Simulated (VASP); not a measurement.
CaO:

```
CELL_PARAMETERS angstrom
0.00000 2.44900 2.44900
2.44900 0.00000 2.44900
2.44900 2.44900 0.00000
ATOMIC_POSITIONS crystal
Ca 0.00000 0.00000 0.00000
O 0.50000 0.50000 0.50000
```

* Program: VASP 6.6.1
* Task: relaxation of cell and atoms
* Functional: LDA
* Potentials or basis: VASP PAW LDA potentials, release 64 (Ca_sv, O)
* Cutoff: 600 eV
* k mesh: 8 × 8 × 8
* Occupations: gaussian, width 0.1 eV
* Spin: no spin polarisation

At the start: pressure -11.3 GPa; volume 14.69 Å³/atom.

Where does the relaxation end?

Over 3 steps the energy falls by 61.2 meV/atom and the volume is 13.12 Å³/atom (-10.7 %); space group Fm-3m (No. 225, to 0.05 Å).

Step by step:
```
step  energy change (eV)  largest force (eV/Å)  pressure (GPa)  volume (Å³)
   1              0.0000                0.0000          -11.31        29.38
   2             -0.1040                0.0000            5.82        25.19
   3             -0.1225                0.0000            0.01        26.24
```

Final structure:
```cif
data_structure
_symmetry_space_group_name_H-M 'P 1'
_symmetry_Int_Tables_number 1
_cell_length_a 3.3356
_cell_length_b 3.3356
_cell_length_c 3.3356
_cell_angle_alpha 60.000
_cell_angle_beta 60.000
_cell_angle_gamma 60.000
_cell_volume 26.24
loop_
_atom_site_label
_atom_site_type_symbol
_atom_site_fract_x
_atom_site_fract_y
_atom_site_fract_z
_atom_site_occupancy
Ca1 Ca 0.00000 0.00000 0.00000 1
O1 O 0.50000 0.50000 0.50000 1
```

Caveat: the volume moved by -11 % from the deposited cell, more than functionals usually miss.
